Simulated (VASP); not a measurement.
# KBr (Fm-3m) in VASP: further runs

KBr is run at these levels: LDA, RPBE+D4, r2SCAN+D3(BJ); tasks: single point, relaxation of cell and atoms.

Everything below comes from runs of VASP 6.6.1. Logs are shortened: lines on timing, memory, paths and dates and some standing lists are left out, and cuts for length are marked.

## 1. The cell of the first run

It takes space group Fm-3m (No. 225, cubic). The conventional cell has a = 6.375 Å, b = 6.375 Å, c = 6.375 Å, α = 90.00°, β = 90.00°, γ = 90.00°. Br (site symmetry m-3m) has 6 K at 3.19 Å within 4.2 Å. K (site symmetry m-3m) has 6 Br at 3.19 Å within 4.2 Å.

## 2. Single point, LDA

Input file INCAR:

```
PREC = Accurate
ENCUT = 520
EDIFF = 1E-7
ISMEAR = -1
SIGMA = 0.05
LREAL = False
LASPH = True
NELM = 80
ALGO = Normal
ISIF = 2
LWAVE = False
LCHARG = False
GGA = CA
NBANDS = 15
```

Input file KPOINTS:

```
Automatic mesh
0
Gamma
  7 7 7
```

Input file POSCAR:

```
KBr
1.0
    0.0000000000      3.1875702235      3.1875702235
    3.1875702235      0.0000000000      3.1875702235
    3.1875702235      3.1875702235      0.0000000000
Br K
1 1
Direct
    0.5000000000      0.5000000000      0.5000000000
    0.0000000000      0.0000000000      0.0000000000
```

Potentials or basis: VASP PAW LDA potentials, release 64 (Br, K_sv).

Command:

```bash
> cat potpaw_LDA.64/Br/POTCAR potpaw_LDA.64/K_sv/POTCAR > POTCAR
> mpirun -np 1 vasp_std > vasp.out
```

OUTCAR:

```text
PREC = Accurate
   ENCUT = 520
   EDIFF = 1E-7
   ISMEAR = -1
   LREAL = False
   LASPH = True
   NELM = 80
   ISIF = 2
   GGA = CA

 ion  position               nearest neighbor table
   1  0.500  0.500  0.500-   2 3.19   2 3.19   2 3.19   2 3.19   2 3.19   2 3.19
   2  0.000  0.000  0.000-   1 3.19   1 3.19   1 3.19   1 3.19   1 3.19   1 3.19

  LATTYP: Found a face centered cubic cell.
 ALAT       =     6.3751404470

  Lattice vectors:

 A1 = (   0.0000000000,   3.1875702235,   3.1875702235)
 A2 = (   3.1875702235,   0.0000000000,   3.1875702235)
 A3 = (   3.1875702235,   3.1875702235,   0.0000000000)

Analysis of symmetry for initial positions (statically):
=====================================================================
 Subroutine PRICEL returns:
 Original cell was already a primitive cell.

 Routine SETGRP: Setting up the symmetry group for a
 face centered cubic supercell.

 Subroutine GETGRP returns: Found 48 space group operations
 (whereof 48 operations were pure point group operations)
 out of a pool of 48 trial point group operations.

The static configuration has the point symmetry O_h .

Analysis of symmetry for dynamics (positions and initial velocities):
=====================================================================
 Subroutine PRICEL returns:
 Original cell was already a primitive cell.

 Routine SETGRP: Setting up the symmetry group for a
 face centered cubic supercell.

 Subroutine GETGRP returns: Found 48 space group operations
 (whereof 48 operations were pure point group operations)
 out of a pool of 48 trial point group operations.

The dynamic configuration has the point symmetry O_h .

 Subroutine INISYM returns: Found 48 space group operations
 (whereof 48 operations are pure point group operations),
 and found     1 'primitive' translations

----------------------------------------------------------------------------------------

                                     Primitive cell

  volume of cell :      64.7753

  direct lattice vectors                    reciprocal lattice vectors
     0.000000000  3.187570223  3.187570223    -0.156859289  0.156859289  0.156859289
     3.187570223  0.000000000  3.187570223     0.156859289 -0.156859289  0.156859289
     3.187570223  3.187570223  0.000000000     0.156859289  0.156859289 -0.156859289

  length of vectors
     4.507905041  4.507905041  4.507905041     0.271688259  0.271688259  0.271688259

  position of ions in fractional coordinates (direct lattice)
     0.500000000  0.500000000  0.500000000
     0.000000000  0.000000000  0.000000000

  ion indices of the primitive-cell ions
   primitive index   ion index
                 1           1
                 2           2

----------------------------------------------------------------------------------------

 KPOINTS: Automatic mesh

Automatic generation of k-mesh.
 Grid dimensions read from file:
 generate k-points for:    7    7    7

 Generating k-lattice:

  Cartesian coordinates                     Fractional coordinates (reciprocal lattice)
    -0.022408470  0.022408470  0.022408470     0.142857143  0.000000000  0.000000000
     0.022408470 -0.022408470  0.022408470     0.000000000  0.142857143  0.000000000
     0.022408470  0.022408470 -0.022408470     0.000000000  0.000000000  0.142857143

  Length of vectors
     0.038812608  0.038812608  0.038812608

  Shift w.r.t. Gamma in fractional coordinates (k-lattice)
     0.000000000  0.000000000  0.000000000

 Subroutine IBZKPT returns following result:
 ===========================================

 Found     20 irreducible k-points:

 Following reciprocal coordinates:
            Coordinates               Weight
  0.000000  0.000000  0.000000      1.000000
  0.142857  0.000000  0.000000      8.000000
  0.285714  0.000000  0.000000      8.000000
  0.428571  0.000000  0.000000      8.000000
  0.142857  0.142857  0.000000      6.000000
  0.285714  0.142857  0.000000     24.000000
[... 12 lines left out ...]
 -0.428571  0.428571  0.142857     24.000000
 -0.285714  0.428571  0.142857     24.000000
   k-points           NKPTS =     20   k-points in BZ     NKDIM =     20   number of bands    NBANDS=     15
   number of dos      NEDOS =    301   number of ions     NIONS =      2
   total plane-waves  NPLWV =  46656
   dimension x,y,z NGX =    36 NGY =   36 NGZ =   36
   dimension x,y,z NGXF=    72 NGYF=   72 NGZF=   72
   ions per type =               1   1
   NGX,Y,Z   is equivalent  to a cutoff of  13.28, 13.28, 13.28 a.u.
   NGXF,Y,Z  is equivalent  to a cutoff of  26.55, 26.55, 26.55 a.u.
 SYSTEM =  unknown system
   PREC   = accura    normal or accurate (medium, high low for compatibility)
   ISTART =      0    job   : 0-new  1-cont  2-samecut
   ICHARG =      2    charge: 1-file 2-atom 10-const
   ISPIN  =      1    spin polarized calculation?
   LNONCOLLINEAR =      F non collinear calculations
   LSORBIT =      F    spin-orbit coupling
[... 61 lines left out ...]
      2     -13.9187      2.00000
      3     -12.3914      2.00000
      4     -12.3914      2.00000
      5     -12.3914      2.00000
      6      -1.4532      2.00000
      7      -1.4532      2.00000
      8      -1.4532      2.00000
      9       2.8713      0.00000
     10       5.8864      0.00000
     11       5.8864      0.00000
     12       5.8864      0.00000
     13       6.8333      0.00000
     14       6.8333      0.00000
     15       9.9870      0.00000

 k-point     2 :       0.1429    0.0000    0.0000
  band No.  band energies     occupation
      1     -28.6643      2.00000
      2     -13.9614      2.00000
      3     -12.3929      2.00000
      4     -12.3929      2.00000
      5     -12.3308      2.00000
      6      -1.8194      2.00000
      7      -1.5458      2.00000
      8      -1.5458      2.00000
      9       3.4466      0.00000
     10       5.7682      0.00000
     11       6.1559      0.00000
     12       6.1559      0.00000
     13       7.1521      0.00000
     14       7.1521      0.00000
     15      10.8005      0.00000

 k-point     3 :       0.2857    0.0000    0.0000
  band No.  band energies     occupation
      1     -28.6596      2.00000
      2     -14.0478      2.00000
      3     -12.3962      2.00000
      4     -12.3962      2.00000
      5     -12.2031      2.00000
      6      -2.4607      2.00000
      7      -1.7401      2.00000
      8      -1.7401      2.00000
      9       4.4622      0.00000
     10       5.9778      0.00000
     11       6.8961      0.00000
     12       6.8961      0.00000
     13       7.9982      0.00000
     14       7.9982      0.00000
     15      10.7650      0.00000

 k-point     4 :       0.4286    0.0000    0.0000
  band No.  band energies     occupation
      1     -28.6558      2.00000
      2     -14.1097      2.00000
      3     -12.3988      2.00000
      4     -12.3988      2.00000
      5     -12.1068      2.00000
      6      -2.8767      2.00000
      7      -1.8843      2.00000
      8      -1.8843      2.00000
      9       4.9525      0.00000
     10       6.7159      0.00000
     11       7.9483      0.00000
     12       7.9483      0.00000
     13       8.7796      0.00000
     14       8.7796      0.00000
     15       9.9526      0.00000
[... 235 lines left out ...]
 k-point    18 :      -0.4286    0.2857    0.1429
  band No.  band energies     occupation
      1     -28.6537      2.00000
      2     -13.9937      2.00000
      3     -12.4590      2.00000
      4     -12.4301      2.00000
      5     -12.2243      2.00000
      6      -2.5798      2.00000
      7      -2.0306      2.00000
      8      -1.9205      2.00000
      9       5.3865      0.00000
     10       6.0671      0.00000
     11       7.3079      0.00000
     12       8.1352      0.00000
     13       8.6047      0.00000
     14       9.0749      0.00000
     15       9.8903      0.00000

 k-point    19 :      -0.4286    0.4286    0.1429
  band No.  band energies     occupation
      1     -28.6526      2.00000
      2     -13.8859      2.00000
      3     -12.4962      2.00000
      4     -12.4653      2.00000
      5     -12.3311      2.00000
      6      -2.3952      2.00000
      7      -1.9682      2.00000
      8      -1.9319      2.00000
      9       4.6524      0.00000
     10       6.2405      0.00000
     11       7.1724      0.00000
     12       8.2843      0.00000
     13       8.4052      0.00000
     14       9.2882      0.00000
     15       9.9119      0.00000

 k-point    20 :      -0.2857    0.4286    0.1429
  band No.  band energies     occupation
      1     -28.6523      2.00000
      2     -13.9172      2.00000
      3     -12.5039      2.00000
      4     -12.4643      2.00000
      5     -12.2752      2.00000
      6      -2.2948      2.00000
      7      -2.2056      2.00000
      8      -1.9793      2.00000
      9       5.3647      0.00000
     10       6.2022      0.00000
     11       7.0079      0.00000
     12       7.7387      0.00000
     13       9.1359      0.00000
     14       9.2124      0.00000
     15      10.1903      0.00000

------------------------ aborting loop because EDIFF is reached ----------------------------------------

  FORCE on cell =-STRESS in cart. coord.  units (eV):
  Direction    XX          YY          ZZ          XY          YZ          ZX
  --------------------------------------------------------------------------------------
  -------------------------------------------------------------------------------------
  Total        0.0244596      0.0244596      0.0244596     -0.0000000     -0.0000000     -0.0000000
  in kB        0.6049940      0.6049940      0.6049940     -0.0000000     -0.0000000     -0.0000000
  external PRESSURE =       0.6049940 kB  Pullay stress =       0.0000000 kB

 VOLUME and BASIS-vectors are now :
 -----------------------------------------------------------------------------
  energy-cutoff  :      520.00
  volume of cell :       64.78
      direct lattice vectors                 reciprocal lattice vectors
     0.000000000  3.187570223  3.187570223    -0.156859289  0.156859289  0.156859289
     3.187570223  0.000000000  3.187570223     0.156859289 -0.156859289  0.156859289
     3.187570223  3.187570223  0.000000000     0.156859289  0.156859289 -0.156859289

 POSITION                                       TOTAL-FORCE (eV/Angst)
 -----------------------------------------------------------------------------------
      3.18757      3.18757      3.18757         0.000000      0.000000     -0.000000
      0.00000      0.00000      0.00000         0.000000      0.000000      0.000000
 -----------------------------------------------------------------------------------
    total drift:                                0.000000      0.000000      0.000000

  FREE ENERGIE OF THE ION-ELECTRON SYSTEM (eV)
  ---------------------------------------------------
  free  energy   TOTEN  =        -6.8346401214 eV

  energy  without entropy=       -6.8346401214  energy(sigma->0) =       -6.83464012
```

It took 19 s on 1 thread of Intel Xeon 8259CL, shared host; peak memory 0.18 GiB.

What came out:

```
Free energy            : -6.8346 eV
Pressure               : 0.1 GPa
Band gap on the k mesh : 4.32 eV
```

## 3. Single point, RPBE+D4

This run uses another cell than the first one, of 38.49 Å³/atom.

Input file INCAR:

```
SYSTEM = KBr
ALGO = Normal
EDIFF = 1E-6
ENCUT = 520
GGA = RP
ISIF = 2
ISMEAR = -1
IVDW = 13
LASPH = .True.
LCHARG = .True.
LELF = .True.
LREAL = .False.
LVHAR = .True.
LWAVE = .False.
NBANDS = 15
NELM = 80
PREC = Accurate
SIGMA = 0.05
```

Input file KPOINTS:

```
k-points
0
Gamma
  7 7 7
  0 0 0
```

Input file POSCAR:

```
KBr
1.0
    0.0000000000      3.3762457258      3.3762457258
    3.3762457258      0.0000000000      3.3762457258
    3.3762457258      3.3762457258      0.0000000000
Br K
1 1
Direct
    0.5000000000      0.5000000000      0.5000000000
    0.0000000000      0.0000000000      0.0000000000
```

Potentials or basis: VASP PAW PBE potentials, release 64 (Br, K_sv).

Command:

```bash
> cat potpaw_PBE.64/Br/POTCAR potpaw_PBE.64/K_sv/POTCAR > POTCAR
> mpirun -np 1 vasp_std > vasp.out
```

Run time: 25 s. Hardware: 1 thread of Intel Xeon 8259CL, shared host; peak memory 0.21 GiB.

Results (log left out):

* Free energy: -6.2923 eV
* Pressure: 0.0 GPa
* Band gap on the k mesh: 4.59 eV
* Dispersion energy per atom: -0.192 eV

Levels at points of the mesh, in eV from the valence-band top:
```
           k point  band 4  band 5  band 6  band 7  band 8  band 9  band 10  band 11  band 12  band 13
(0.00, 0.00, 0.00)  -11.48  -11.48    0.00    0.00    0.00    4.59     7.76     7.76     7.76     8.49
```

Caveat: the PAW data sets were made with another functional, which shifts forces and pressure a little; an odd mesh through Γ misses points on the zone boundary, where band edges can lie.

## 4. Relaxation of cell and atoms, LDA

This run uses another cell than the first one, of 35.94 Å³/atom.

Input file INCAR:

```
PREC = Accurate
ENCUT = 600
EDIFF = 1E-7
ISMEAR = -1
SIGMA = 0.05
LREAL = False
LASPH = True
NELM = 100
ALGO = Normal
ISIF = 3
LWAVE = False
LCHARG = False
GGA = CA
IBRION = 2
NSW = 80
EDIFFG = -0.02
```

Input file KPOINTS:

```
Automatic mesh
0
Gamma
  7 7 7
```

Input file POSCAR:

```
KBr
1.0
    0.0000000000      3.3000000000      3.3000000000
    3.3000000000      0.0000000000      3.3000000000
    3.3000000000      3.3000000000      0.0000000000
Br K
1 1
Direct
    0.5000000000      0.5000000000      0.5000000000
    0.0000000000      0.0000000000      0.0000000000
```

Potentials or basis: VASP PAW LDA potentials, release 64 (Br, K_sv).

Command:

```bash
> cat potpaw_LDA.64/Br/POTCAR potpaw_LDA.64/K_sv/POTCAR > POTCAR
> mpirun -np 1 vasp_std > vasp.out
```

It took 59 s on 1 thread of Intel Xeon 8259CL, shared host; peak memory 0.21 GiB.

Results (log left out):

```yaml
Free_energy: -6.8349 eV
Relaxed_volume: 32.65 Å³/atom
Relaxed_cell: a = 4.520 Å, b = 4.520 Å, c = 4.520 Å, α = 60.00°, β = 60.00°, γ = 60.00°
Space_group_after_relaxing_to_0.1_Å: Fm-3m (No. 225)
Energy_gained_by_relaxing: 18.7 meV/atom
Ionic_steps: 3
Pressure_after_relaxing: -0.1 GPa
Band_gap_on_the_k_mesh: 4.30 eV
```

Step by step:
```
step  energy change (eV)  largest force (eV/Å)  pressure (GPa)  volume (Å³)
   1              0.0000                0.0000           -1.58        71.87
   2             -0.0283                0.0000           -0.87        68.24
   3             -0.0375                0.0000           -0.09        65.30
```

Final structure:
```xyz
2
Lattice="0.0000 3.1962 3.1962 3.1962 0.0000 3.1962 3.1962 3.1962 0.0000" Properties=species:S:1:pos:R:3 pbc="T T T"
Br    3.1962    3.1962    3.1962
K     0.0000    0.0000    0.0000
```

Levels at points of the mesh, in eV from the valence-band top:
```tsv
k point	band 6	band 7	band 8	band 9	band 10	band 11
(0.00, 0.00, 0.00)	0.00	0.00	0.00	4.30	7.34	7.34
```

## 5. Single point, r2SCAN+D3(BJ), non-collinear spin, zero start, spin-orbit coupling

This run uses another cell than the first one, of 35.27 Å³/atom.

Input file POSCAR:

```
KBr
1.0
    0.0000000000      3.2795515594      3.2795515594
    3.2795515594      0.0000000000      3.2795515594
    3.2795515594      3.2795515594      0.0000000000
Br K
1 1
Direct
    0.5000000000      0.5000000000      0.5000000000
    0.0000000000      0.0000000000      0.0000000000
```

Input file INCAR.step1:

```
SYSTEM = KBr
PREC = Accurate ; ENCUT = 520
ISMEAR = 0 ; SIGMA = 0.01
LREAL = .False. ; LASPH = .True.
NELM = 150 ; LNONCOLLINEAR = .True.
MAGMOM = 0 0 0 0 0 0 ; LSORBIT = .True.
GGA_COMPAT = .False. ; NBANDS = 28
GGA = PE ; ALGO = Normal
EDIFF = 1E-4 ; LWAVE = .True.
LCHARG = .False.
```

Input file INCAR.step2:

```
SYSTEM = KBr
PREC = Accurate ; ENCUT = 520
EDIFF = 1E-6 ; ISMEAR = 0
SIGMA = 0.01 ; LREAL = .False.
LASPH = .True. ; NELM = 150
ALGO = Normal ; ISIF = 2
LWAVE = .False. ; LCHARG = .False.
LNONCOLLINEAR = .True. ; MAGMOM = 0 0 0 0 0 0
LORBIT = 11 ; LSORBIT = .True.
GGA_COMPAT = .False. ; LORBMOM = .True.
METAGGA = R2SCAN ; LMIXTAU = .True.
IVDW = 12 ; NBANDS = 28
VDW_S6 = 1.0 ; VDW_S8 = 0.78981345
VDW_A1 = 0.49484001 ; VDW_A2 = 5.73083694
ISTART = 1
```

Input file KPOINTS:

```
Automatic mesh
0
Gamma
  7 7 7
  0 0 0
```

Potentials or basis: VASP PAW PBE potentials, release 64 (Br, K_sv).

Command:

```bash
> cat potpaw_PBE.64/Br/POTCAR potpaw_PBE.64/K_sv/POTCAR > POTCAR
> cp INCAR.step1 INCAR
> mpirun -np 1 vasp_ncl > vasp.out
> cp INCAR.step2 INCAR
> mpirun -np 1 vasp_ncl > vasp.out
```

Wall time 13 min (1 thread of Intel Xeon 8259CL, shared host); peak memory 0.49 GiB.

Results (log left out):

| Property | Result |
| --- | --- |
| Free energy | -23.4760 eV |
| Pressure | -0.1 GPa |
| Net moment | 0.00 μB per cell |
| Valence electrons inside the program's atomic spheres | Br 4.94; K 7.66 |
| Dispersion energy per atom | -0.101 eV |

Moments on the atoms (μB; x, y, z):
```
Br  0.00 0.00 0.00
K   0.00 0.00 0.00
```

Caveat: three body term missing; the PAW data sets were made with another functional, which shifts forces and pressure a little.

## 6. Overview

```csv
task,level,potentials or basis,spin,cell,cutoff (eV),smearing,gap on the mesh (eV),pressure (GPa)
single point,LDA,"VASP PAW LDA potentials, release 64 (Br, K_sv)",off,"a = 4.508 Å, angles 60.0°, 2 atoms",520,fermi-dirac 0.05 eV,4.32,0.1
single point,RPBE+D4,"VASP PAW PBE potentials, release 64 (Br, K_sv)",off,"a = 4.775 Å, angles 60.0°, 2 atoms",520,fermi-dirac 0.05 eV,4.59,0.0
relaxation of cell and atoms,LDA,"VASP PAW LDA potentials, release 64 (Br, K_sv)",off,"relaxed from a = 4.667 Å, angles 60.0°, 2 atoms",600,fermi-dirac 0.05 eV,4.30,-0.1
single point,r2SCAN+D3(BJ),"VASP PAW PBE potentials, release 64 (Br, K_sv)","non-collinear, zero start, SOC","a = 4.638 Å, angles 60.0°, 2 atoms",520,gaussian 0.01 eV,-,-0.1
```

Alike in all rows: k mesh 7 × 7 × 7.

Caveats: the PAW data sets were made with another functional, which shifts forces and pressure a little (at least some runs); an odd mesh through Γ misses points on the zone boundary, where band edges can lie (at least some runs); three body term missing (at least some runs).

Total energies depend on the potentials used, so only differences within one code and one set of settings carry meaning.
